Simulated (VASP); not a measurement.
# Cl (Cmce) in VASP: further runs

Cl is run at these levels: LDA, PBEsol+D3(BJ); tasks: single point.

Program: VASP 6.6.1. These are calculated values, not measurements. Logs are shortened: lines on timing, memory, paths and dates and some standing lists are left out, and cuts for length are marked.

## 1. The cell of the first run

Symmetry: Cmce, No. 64, orthorhombic system. Conventional cell: a = 6.248 Å, b = 4.470 Å, c = 8.155 Å, α = 90.00°, β = 90.00°, γ = 90.00°. Within 2.7 Å of Cl (site symmetry m) lie 1 Cl at 2.00 Å.

## 2. Single point, LDA (28.47 Å³/atom)

INCAR reads:

```
SYSTEM = Cl
PREC     = Accurate       ! precision mode
ENCUT    = 520            ! plane-wave cutoff, eV
EDIFF    = 1E-6           ! SCF threshold, eV
ISMEAR   = -1             ! smearing method
SIGMA    = 0.05           ! smearing width, eV
LREAL    = .FALSE.        ! projectors in reciprocal space
LASPH    = .TRUE.         ! aspherical terms in the spheres
NELM     = 80             ! most SCF steps
ALGO     = Normal         ! electronic algorithm
ISIF     = 2              ! what is computed and relaxed
LWAVE    = .FALSE.        ! write WAVECAR
LCHARG   = .FALSE.        ! write CHGCAR
NBANDS   = 22             ! bands
```

KPOINTS reads:

```
regular mesh
0
G
  7 7 4
  0 0 0
```

POSCAR reads:

```
Cl
1.0
    3.1238919815     -2.2348988739      0.0000000000
    3.1238919815      2.2348988739      0.0000000000
    0.0000000000      0.0000000000      8.1548976686
Cl
4
Direct
    0.3700000000      0.6300000000      0.4000000000
    0.1300000000      0.8700000000      0.9000000000
    0.6300000000      0.3700000000      0.6000000000
    0.8700000000      0.1300000000      0.1000000000
```

Potentials or basis: VASP PAW LDA potentials, release 64 (Cl).

Command:

```console
$ cat potpaw_LDA.64/Cl/POTCAR > POTCAR
$ mpirun -np 1 vasp_std > vasp.out
```

OUTCAR:

```text
SYSTEM = Cl
   PREC = Accurate
   ENCUT = 520
   EDIFF = 1E-6
   ISMEAR = -1
   LREAL = .FALSE.
   LASPH = .TRUE.
   NELM = 80
   ISIF = 2

 ion  position               nearest neighbor table
   1  0.370  0.630  0.400-   3 2.00
   2  0.130  0.870  0.900-   4 2.00
   3  0.630  0.370  0.600-   1 2.00
   4  0.870  0.130  0.100-   2 2.00

  LATTYP: Found a base centered orthorhombic cell.
 ALAT       =     4.4697977478
 B/A-ratio  =     1.3977777778
 C/A-ratio  =     1.8244444444

  Lattice vectors:

 A1 = (  -3.1238919815,  -2.2348988739,   0.0000000000)
 A2 = (   3.1238919815,  -2.2348988739,   0.0000000000)
 A3 = (   0.0000000000,   0.0000000000,   8.1548976686)

Analysis of symmetry for initial positions (statically):
=====================================================================
 Subroutine PRICEL returns:
 Original cell was already a primitive cell.

 Routine SETGRP: Setting up the symmetry group for a
 base centered orthorhombic supercell.

 Subroutine GETGRP returns: Found  8 space group operations
 (whereof  4 operations were pure point group operations)
 out of a pool of  8 trial point group operations.

The static configuration has the point symmetry C_2h.
 The point group associated with its full space group is D_2h.

Analysis of symmetry for dynamics (positions and initial velocities):
=====================================================================
 Subroutine PRICEL returns:
 Original cell was already a primitive cell.

 Routine SETGRP: Setting up the symmetry group for a
 base centered orthorhombic supercell.

 Subroutine GETGRP returns: Found  8 space group operations
 (whereof  4 operations were pure point group operations)
 out of a pool of  8 trial point group operations.

The dynamic configuration has the point symmetry C_2h.
 The point group associated with its full space group is D_2h.

 Subroutine INISYM returns: Found  8 space group operations
 (whereof  4 operations are pure point group operations),
 and found     1 'primitive' translations

----------------------------------------------------------------------------------------

                                     Primitive cell

  volume of cell :     113.8682

  direct lattice vectors                    reciprocal lattice vectors
     3.123891981 -2.234898874  0.000000000     0.160056751 -0.223723769  0.000000000
     3.123891981  2.234898874  0.000000000     0.160056751  0.223723769  0.000000000
     0.000000000  0.000000000  8.154897669     0.000000000  0.000000000  0.122625696

  length of vectors
     3.841025135  3.841025135  8.154897669     0.275082694  0.275082694  0.122625696

  position of ions in fractional coordinates (direct lattice)
     0.370000000  0.630000000  0.400000000
     0.130000000  0.870000000  0.900000000
     0.630000000  0.370000000  0.600000000
     0.870000000  0.130000000  0.100000000

  ion indices of the primitive-cell ions
   primitive index   ion index
                 1           1
                 2           2
                 3           3
                 4           4

----------------------------------------------------------------------------------------

 KPOINTS: regular mesh

Automatic generation of k-mesh.
 Grid dimensions read from file:
 generate k-points for:    7    7    4

 Generating k-lattice:

  Cartesian coordinates                     Fractional coordinates (reciprocal lattice)
     0.022865250 -0.031960538  0.000000000     0.142857143  0.000000000  0.000000000
     0.022865250  0.031960538  0.000000000     0.000000000  0.142857143  0.000000000
     0.000000000  0.000000000  0.030656424     0.000000000  0.000000000  0.250000000

  Length of vectors
     0.039297528  0.039297528  0.030656424

  Shift w.r.t. Gamma in fractional coordinates (k-lattice)
     0.000000000  0.000000000  0.000000000

 Subroutine IBZKPT returns following result:
 ===========================================

 Found     48 irreducible k-points:

 Following reciprocal coordinates:
            Coordinates               Weight
  0.000000  0.000000  0.000000      1.000000
  0.142857  0.000000  0.000000      4.000000
  0.285714 -0.000000  0.000000      4.000000
  0.428571  0.000000  0.000000      4.000000
  0.142857  0.142857  0.000000      2.000000
  0.285714  0.142857  0.000000      4.000000
[... 16 lines left out ...]
  0.428571  0.142857  0.250000      8.000000
 -0.428571  0.142857  0.250000      8.000000
 [... further k-points ...]
   k-points           NKPTS =     48   k-points in BZ     NKDIM =     48   number of bands    NBANDS=     22
   number of dos      NEDOS =    301   number of ions     NIONS =      4
   total plane-waves  NPLWV =  57600
   dimension x,y,z NGX =    30 NGY =   30 NGZ =   64
   dimension x,y,z NGXF=    60 NGYF=   60 NGZF=  128
   ions per type =               4
   NGX,Y,Z   is equivalent  to a cutoff of  12.98, 12.98, 13.05 a.u.
   NGXF,Y,Z  is equivalent  to a cutoff of  25.97, 25.97, 26.09 a.u.
 SYSTEM =  Cl
   PREC   = accura    normal or accurate (medium, high low for compatibility)
   ISTART =      0    job   : 0-new  1-cont  2-samecut
   ICHARG =      2    charge: 1-file 2-atom 10-const
   ISPIN  =      1    spin polarized calculation?
   LNONCOLLINEAR =      F non collinear calculations
   LSORBIT =      F    spin-orbit coupling
   LASPH  =      T    aspherical Exc in radial PAW
   ENCUT  =  520.0 eV  38.22 Ry    6.18 a.u.   7.14  7.14 15.16*2*pi/ulx,y,z
   NELM   =     80;   NELMIN=  2; NELMDL= -5     # of ELM steps
   EDIFF  = 0.1E-05   stopping-criterion for ELM
   LREAL  =      F    real-space projection
   EDIFFG = 0.1E-04   stopping-criterion for IOM
   NSW    =      0    number of steps for IOM
   IBRION =     -1    ionic relax: 0-MD 1-quasi-New 2-CG
   NFREE  =      0    steps in history (QN), initial steepest desc. (CG)
   ISIF   =      2    stress and relaxation
   ISYM   =      2    0-nonsym 1-usesym 2-fastsym
   POTIM  = 0.5000    time-step for ionic-motion
   TEBEG  =    0.0;   TEEND  =   0.0 temperature during run
   PSTRESS=    0.0 pullay stress
   NELECT =      28.0000    total number of electrons
   NUPDOWN=      -1.0000    fix difference up-down
   EMIN   =  10.00;   EMAX   =-10.00  energy-range for DOS
   EFERMI =   0.00;   METHOD = LEGACY
   ISMEAR =    -1;   SIGMA  =   0.05  broadening in eV -4-tet -1-fermi 0-gaus
   EFERMI_NEDOS =   21; number of points for ismear=-14 and -15
   IALGO  =     38    algorithm
   IMIX   =      4    mixing-type and parameters
     AMIX     =   0.40;   BMIX     =  1.00
     AMIX_MAG =   1.60;   BMIX_MAG =  1.00
  volume/ion in A,a.u.               =      28.47       192.11
  Fermi-wavevector in a.u.,A,eV,Ry     =   1.025636  1.938172 14.312374  1.051930
  Thomas-Fermi vector in A             =   2.159487
   LORBIT       =      0    0 simple, 1 ext, 2 COOP (PROOUT), +10 PAW based schemes
   GGA     = CA    functional components
   LHFCALC =     F    Hartree Fock is set to
   AEXX    =    0.0000 exact exchange contribution
   IVDW    =     0    specifies the selected vdW correction
   LEPSILON=     F    determine dielectric tensor
   LRPA    =     F    only Hartree local field effects (RPA)
 non-spin polarized calculation
  energy-cutoff  :      520.00
  volume of cell :      113.87
 maximum number of plane-waves:      3102
 NGX is ok and might be reduce to    30
   NGX = 15   NGY = 15   NGZ = 31

 number of electron      28.0000003 magnetization

 Free energy of the ion-electron system (eV)
  ---------------------------------------------------
  ext. energy  EPLUGINS =         0.00000000
  ---------------------------------------------------
  free energy    TOTEN  =        -8.83944496 eV

  energy without entropy =       -8.83944496  energy(sigma->0) =       -8.83944496

 E-fermi :   0.5463     XC(G=0):  -8.3810

 val. band max:       -0.6136455814   @ k =  -0.4286   0.4286   0.0000
 cond. band min:       1.8206921119   @ k =   0.1429   0.0000   0.0000
 fundamental gap:      2.4343376933
 Fermi energy:         0.5462735495

 k-point     1 :       0.0000    0.0000    0.0000
  band No.  band energies     occupation
      1     -17.2965      2.00000
      2     -17.0805      2.00000
      3     -13.1567      2.00000
      4     -12.5576      2.00000
      5      -6.0682      2.00000
      6      -5.1798      2.00000
[... 14 lines left out ...]
     21       9.2705      0.00000
     22       9.5772      0.00000

 k-point     2 :       0.1429    0.0000    0.0000
  band No.  band energies     occupation
      1     -17.2579      2.00000
      2     -17.0613      2.00000
      3     -13.1301      2.00000
      4     -12.5943      2.00000
      5      -6.0648      2.00000
      6      -5.2260      2.00000
[... 14 lines left out ...]
     21       9.1520      0.00000
     22       9.6460      0.00000

 k-point     3 :       0.2857   -0.0000    0.0000
  band No.  band energies     occupation
      1     -17.1623      2.00000
      2     -17.0233      2.00000
      3     -13.0580      2.00000
      4     -12.6941      2.00000
      5      -6.0338      2.00000
      6      -5.3841      2.00000
[... 14 lines left out ...]
     21       9.3943      0.00000
     22      10.1206      0.00000
[... 476 lines left out ...]
 k-point    23 :       0.4286    0.1429    0.2500
  band No.  band energies     occupation
      1     -17.0728      2.00000
      2     -16.9957      2.00000
      3     -12.9539      2.00000
      4     -12.7625      2.00000
      5      -5.8719      2.00000
      6      -5.5366      2.00000
[... 14 lines left out ...]
     21       9.4805      0.00000
     22       9.6718      0.00000

 k-point    24 :      -0.4286    0.1429    0.2500
  band No.  band energies     occupation
      1     -17.0228      2.00000
      2     -17.0099      2.00000
      3     -12.8958      2.00000
      4     -12.8701      2.00000
      5      -5.7399      2.00000
      6      -5.7114      2.00000
[... 14 lines left out ...]
     21       9.5604      0.00000
     22       9.8748      0.00000

 [... further k-points ...]

------------------------ aborting loop because EDIFF is reached ----------------------------------------

  FORCE on cell =-STRESS in cart. coord.  units (eV):
  Direction    XX          YY          ZZ          XY          YZ          ZX
  --------------------------------------------------------------------------------------
  -------------------------------------------------------------------------------------
  Total       -0.8796276     -1.8357499     -2.0831863      0.0000000      0.0000000      0.0000000
  in kB      -12.3767614    -25.8298389    -29.3113817      0.0000000      0.0000000      0.0000000
  external PRESSURE =     -22.5059940 kB  Pullay stress =       0.0000000 kB

 VOLUME and BASIS-vectors are now :
 -----------------------------------------------------------------------------
  energy-cutoff  :      520.00
  volume of cell :      113.87
      direct lattice vectors                 reciprocal lattice vectors
     3.123891981 -2.234898874  0.000000000     0.160056751 -0.223723769  0.000000000
     3.123891981  2.234898874  0.000000000     0.160056751  0.223723769  0.000000000
     0.000000000  0.000000000  8.154897669     0.000000000  0.000000000  0.122625696

 POSITION                                       TOTAL-FORCE (eV/Angst)
 -----------------------------------------------------------------------------------
      3.12389      0.58107      3.26196         0.000000     -0.123076     -0.003723
      3.12389      1.65383      7.33941         0.000000      0.123076     -0.003723
      3.12389     -0.58107      4.89294         0.000000      0.123076      0.003723
      3.12389     -1.65383      0.81549         0.000000     -0.123076      0.003723
 -----------------------------------------------------------------------------------
    total drift:                                0.000000     -0.000000     -0.000000

  FREE ENERGIE OF THE ION-ELECTRON SYSTEM (eV)
  ---------------------------------------------------
  free  energy   TOTEN  =        -8.8394449573 eV

  energy  without entropy=       -8.8394449572  energy(sigma->0) =       -8.83944496
```

Wall time 4.1 min (1 thread of AMD EPYC, shared host); peak memory 0.19 GiB.

Results:

```
Free energy            : -8.8394 eV
Pressure               : -2.3 GPa
Largest force          : 0.123 eV/Å
Band gap on the k mesh : 2.43 eV (least direct gap 2.49 eV)
```

Forces on the atoms (eV/Å):
```
Cl   0.000 -0.123 -0.004
Cl   0.000  0.123 -0.004
Cl   0.000  0.123  0.004
Cl   0.000 -0.123  0.004
```

Stress tensor (GPa, compression positive):
```
-1.24  0.00  0.00
 0.00 -2.58  0.00
 0.00  0.00 -2.93
```

Caveat: an odd mesh through Γ misses points on the zone boundary, where band edges can lie.

## 3. Single point, LDA (29.63 Å³/atom)

This run uses another cell than the first one, of 29.63 Å³/atom.

INCAR reads:

```
SYSTEM = Cl
  PREC = Accurate
  ENCUT = 520
  EDIFF = 1E-6
  ISMEAR = -1
  SIGMA = 0.05
  LREAL = .False.
  LASPH = .True.
  NELM = 60
  ALGO = Normal
  ISIF = 2
  LWAVE = .False.
  LCHARG = .True.
  GGA = CA
  LELF = .True.
  LVHAR = .True.
  NBANDS = 22
```

KPOINTS reads:

```
Automatic mesh
0
Gamma
  7 7 4
  0 0 0
```

POSCAR reads:

```
Cl
1.0
    3.1658284216     -2.2649010965      0.0000000000
    3.1658284216      2.2649010965      0.0000000000
    0.0000000000      0.0000000000      8.2643724455
Cl
4
Direct
    0.3700000000      0.6300000000      0.4000000000
    0.1300000000      0.8700000000      0.9000000000
    0.6300000000      0.3700000000      0.6000000000
    0.8700000000      0.1300000000      0.1000000000
```

Potentials or basis: VASP PAW LDA potentials, release 64 (Cl).

Command:

```console
$ cat potpaw_LDA.64/Cl/POTCAR > POTCAR
$ mpirun -np 1 vasp_std > vasp.out
```

OUTCAR:

```text
SYSTEM = Cl
   PREC = Accurate
   ENCUT = 520
   EDIFF = 1E-6
   ISMEAR = -1
   LREAL = .False.
   LASPH = .True.
   NELM = 60
   ISIF = 2
   GGA = CA

 ion  position               nearest neighbor table
   1  0.370  0.630  0.400-   3 2.03
   2  0.130  0.870  0.900-   4 2.03
   3  0.630  0.370  0.600-   1 2.03
   4  0.870  0.130  0.100-   2 2.03

  LATTYP: Found a base centered orthorhombic cell.
 ALAT       =     4.5298021930
 B/A-ratio  =     1.3977777778
[... 798 lines left out ...]

  FORCE on cell =-STRESS in cart. coord.  units (eV):
  Direction    XX          YY          ZZ          XY          YZ          ZX
  --------------------------------------------------------------------------------------
  -------------------------------------------------------------------------------------
  Total       -0.9444977     -2.5444055     -3.4211717      0.0000000     -0.0000000      0.0000000
  in kB      -12.7683570    -34.3969880    -46.2497045      0.0000000     -0.0000000      0.0000000
  external PRESSURE =     -31.1383499 kB  Pullay stress =       0.0000000 kB

 VOLUME and BASIS-vectors are now :
 -----------------------------------------------------------------------------
  energy-cutoff  :      520.00
  volume of cell :      118.52
      direct lattice vectors                 reciprocal lattice vectors
     3.165828422 -2.264901097  0.000000000     0.157936544 -0.220760192  0.000000000
     3.165828422  2.264901097  0.000000000     0.157936544  0.220760192  0.000000000
     0.000000000  0.000000000  8.264372445     0.000000000  0.000000000  0.121001323

 POSITION                                       TOTAL-FORCE (eV/Angst)
 -----------------------------------------------------------------------------------
      3.16583      0.58887      3.30575         0.000000     -0.382637      0.357465
      3.16583      1.67603      7.43794         0.000000      0.382637      0.357465
      3.16583     -0.58887      4.95862         0.000000      0.382637     -0.357465
      3.16583     -1.67603      0.82644         0.000000     -0.382637     -0.357465
 -----------------------------------------------------------------------------------
    total drift:                                0.000000     -0.000000     -0.000000

  FREE ENERGIE OF THE ION-ELECTRON SYSTEM (eV)
  ---------------------------------------------------
  free  energy   TOTEN  =        -8.7629546593 eV

  energy  without entropy=       -8.7629546592  energy(sigma->0) =       -8.76295466
```

OSZICAR:

```text
N       E                     dE             d eps       ncg     rms          rms(c)
DAV:   1     0.175604783786E+03    0.17560E+03   -0.11966E+04  2112   0.107E+03
DAV:   2     0.409016846056E+01   -0.17151E+03   -0.16581E+03  2988   0.199E+02
DAV:   3    -0.916635889165E+01   -0.13257E+02   -0.13200E+02  2750   0.621E+01
DAV:   4    -0.933476628195E+01   -0.16841E+00   -0.16833E+00  2712   0.844E+00
DAV:   5    -0.933775701190E+01   -0.29907E-02   -0.29906E-02  2786   0.111E+00    0.149E+01
DAV:   6    -0.892102195657E+01    0.41674E+00   -0.25284E-01  2610   0.280E+00    0.972E+00
DAV:   7    -0.877496726247E+01    0.14605E+00   -0.56586E-01  2600   0.402E+00    0.869E-01
DAV:   8    -0.876282462599E+01    0.12143E-01   -0.68045E-02  2400   0.154E+00    0.378E-01
DAV:   9    -0.876294127219E+01   -0.11665E-03   -0.18540E-03  2616   0.255E-01    0.812E-02
DAV:  10    -0.876295566230E+01   -0.14390E-04   -0.11279E-04  3044   0.636E-02    0.502E-02
DAV:  11    -0.876295539855E+01    0.26375E-06   -0.33363E-05  2592   0.323E-02    0.105E-02
DAV:  12    -0.876295465928E+01    0.73927E-06   -0.29725E-06  2520   0.113E-02
   1 F= -.87629547E+01 E0= -.87629547E+01  d E =-.892001E-10
```

Wall time 4.3 min (1 thread of AMD EPYC, shared host); peak memory 0.2 GiB.

What came out:

* Free energy: -8.7630 eV
* Pressure: -3.1 GPa
* Largest force: 0.524 eV/Å
* Band gap on the k mesh: 2.29 eV (least direct gap 2.35 eV)

Forces on the atoms (eV/Å):
```
Cl   0.000 -0.383  0.357
Cl   0.000  0.383  0.357
Cl   0.000  0.383 -0.357
Cl   0.000 -0.383 -0.357
```

Stress tensor (GPa, compression positive):
```
-1.28  0.00  0.00
 0.00 -3.44  0.00
 0.00  0.00 -4.62
```

Caveat: the cell stands under tension; an odd mesh through Γ misses points on the zone boundary, where band edges can lie.

(Part 1 of 2 ends here.)
